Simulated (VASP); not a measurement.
# SiO2: single point with LDA

Crystal: SiO2.

```
Si O
1.0
     4.27980    0.00000    0.00000
     0.00000    4.27980    0.00000
     0.00000    0.00000    2.72520
Si O
2 4
Direct
  0.50000 0.50000 0.50000
  0.00000 0.00000 0.00000
  0.69443 0.69443 0.00000
  0.19443 0.80557 0.50000
  0.30557 0.30557 0.00000
  0.80557 0.19443 0.50000
```

```json
{
 "Program": "VASP 6.6.1",
 "Task": "single point",
 "Functional": "LDA",
 "Potentials or basis": "VASP PAW LDA potentials, release 64 (Si, O)",
 "Cutoff": "520 eV",
 "k mesh": "6 × 6 × 8",
 "Occupations": "gaussian, width 0.05 eV",
 "Spin": "no spin polarisation",
 "Dipole correction": "no",
 "Further INCAR settings": "ALGO = Normal; EDIFF = 1e-06; NBANDS = 25"
}
```

```yaml
Pressure: -22.5 GPa
Largest_force: 0.508 eV/Å
Band_gap_on_the_k_mesh: 4.39 eV, direct
```

Forces in eV/Å, atoms in the order of the input:
```
Si   0.000  0.000  0.000
Si   0.000  0.000  0.000
O   -0.359 -0.359  0.000
O   -0.359  0.359  0.000
O    0.359  0.359  0.000
O    0.359 -0.359  0.000
```

Stress tensor (GPa, compression positive):
```
-21.90   0.00   0.00
  0.00 -21.90   0.00
  0.00   0.00 -23.59
```

Levels at points of the mesh, in eV from the valence-band top:
| k point | band 12 | band 13 | band 14 | band 15 | band 16 | band 17 | band 18 | band 19 | band 20 | band 21 |
| --- | --- | --- | --- | --- | --- | --- | --- | --- | --- | --- |
| (0.00, 0.00, 0.00) | -2.98 | -2.46 | -0.87 | -0.87 | 0.00 | 4.39 | 6.19 | 7.75 | 7.75 | 10.45 |
| (0.50, 0.00, 0.00) | -3.66 | -2.57 | -2.57 | -1.01 | -1.01 | 6.70 | 6.70 | 8.36 | 8.36 | 10.30 |
| (0.50, 0.50, 0.00) | -3.09 | -2.58 | -2.58 | -2.11 | -2.11 | 6.47 | 6.47 | 9.23 | 9.23 | 12.12 |
| (0.00, 0.00, 0.50) | -4.50 | -2.84 | -2.84 | -2.48 | -2.48 | 7.95 | 7.95 | 11.68 | 11.68 | 11.71 |
| (0.50, 0.00, 0.50) | -3.79 | -2.17 | -2.17 | -1.63 | -1.63 | 7.78 | 7.78 | 8.90 | 8.90 | 11.68 |
| (0.50, 0.50, 0.50) | -4.37 | -1.67 | -1.67 | -1.44 | -1.44 | 6.15 | 6.15 | 10.22 | 10.22 | 11.02 |

It used 21 s of CPU time on 1 thread of Intel Xeon 6975P-C, on a shared host.

A k mesh can miss the band edges.
